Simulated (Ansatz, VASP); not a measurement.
# Two plane-wave programs on Pt

File INCAR:

```
SYSTEM = Pt
PREC = Accurate
ENCUT = 520
EDIFF = 1E-6
ISMEAR = 0
SIGMA = 0.15
LREAL = .False.
LASPH = .True.
NELM = 60
ALGO = Fast
ISIF = 2
LWAVE = .False.
LCHARG = .False.
NBANDS = 17
```

File KPOINTS:

```
regular mesh
0
Gamma
  18 18 10
  0 0 0
```

File POSCAR:

```
Pt
1.0
    2.6404892193      0.0000000000      0.0000000000
   -1.3202446096      2.2867307423      0.0000000000
    0.0000000000      0.0000000000      4.5604625585
Pt
2
Direct
    0.6138639516      0.3333333333      0.7500000000
    0.3861360484      0.6666666667      0.2500000000
```

Input for Ansatz:

```yaml
crystal:
  lattice:
    - [2.6404892193, 0.0, 0.0]
    - [-1.3202446096, 2.2867307423, 0.0]
    - [0.0, 0.0, 4.5604625585]
  atoms:
    - { symbol: Pt, position: [0.6138639516, 0.3333333333, 0.75] }
    - { symbol: Pt, position: [0.3861360484, 0.6666666667, 0.25] }
basis:
  ecutwfc: 420
kpoints:
  mp_grid: { grid: [18, 18, 10] }
hamiltonian:
  xc: lda
scf:
  occupations: { method: gaussian, width: 0.15 }
output:
  forces: true
  stress: true
  eigenvalues: true
```

Change from the starting cell: mode 1 frozen in at -0.143 Å, equal normal strain along x, y and z -0.0250.

Alike in both runs: task single point; functional LDA; k mesh 18 × 18 × 10; occupations gaussian, width 0.15 eV; no spin polarisation.

|  | VASP | Ansatz |
| --- | --- | --- |
| version | VASP 6.6.1 | Ansatz 0.2.0 |
| potentials or method | VASP PAW LDA potentials, release 64 (Pt), cutoff 520 eV | scalar-relativistic, plane waves, PAW |
| valence electrons in the cell | 20 | 36 |

|  | VASP | Ansatz | Ansatz less VASP |
| --- | --- | --- | --- |
| gap on the k mesh at the Fermi level (eV) | none | none | - |
| pressure (GPa) | 30.2 | 29.3 | -0.97 |
| traceless stress, the component that is largest in VASP (GPa) | -2.02 | -1.91 | +0.115 |
| rms of the force components (eV/Å) | 0.209 | 0.209 | -0.0009 |

LDA's correlation is that of Perdew and Zunger in VASP and of Perdew and Wang (1992) in Ansatz. Atom by atom the forces differ by 0.004 eV/Å (rms over components). A gap of «none» marks a metal or a gap that the smearing closes. Both programs put the cell under a high pressure, so it lies far from rest at this level. VASP's potentials hold 20 valence electrons a cell and Ansatz's 36, so a difference there can come from the potentials and not from the codes.

Neither program's run includes spin-orbit coupling.
